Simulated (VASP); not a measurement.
ZnSe, 2 atoms in the cell. The structure is tetragonal, space group I-4m2 (No. 119). Conventional cell: a = 4.138 Å, b = 4.138 Å, c = 4.855 Å, α = 90.00°, β = 90.00°, γ = 90.00°. Within 3.2 Å of Zn (site symmetry -4m2) lie 4 Se at 2.40 Å. Within 3.2 Å of Se (site symmetry -4m2) lie 4 Zn at 2.40 Å. 

| Property | Result |
| --- | --- |
| Program | VASP 6.6.1 |
| Task | relaxation of cell and atoms |
| Functional | PBE |
| Potentials or basis | VASP PAW PBE potentials, release 64 (Zn, Se) |
| Cutoff | 600 eV |
| k mesh | 6 × 6 × 6 |
| Occupations | gaussian, width 0.1 eV |
| Spin | no spin polarisation |
| Dipole correction | no |
| Further INCAR settings | ALGO = Normal; EDIFF = 1e-06; IBRION = 2; EDIFFG = -0.04; NSW = 90; ISIF = 3 |

Potentials or basis: VASP PAW PBE potentials, release 64 (Zn, Se).

The run is started by

```bash
$ cat potpaw_PBE.64/Zn/POTCAR potpaw_PBE.64/Se/POTCAR > POTCAR
$ mpirun -np 1 vasp_std > vasp.out
```

Hardware: 1 thread of Intel Xeon 6975P-C (shared host).

Problem. Estimate the wall time of this run.

Solution. Run time: 4.4 min on 1 thread of Intel Xeon 6975P-C, with other jobs on the host, peak memory 0.15 GiB. Counts: scf iterations 80, k points 30, ion steps 10.
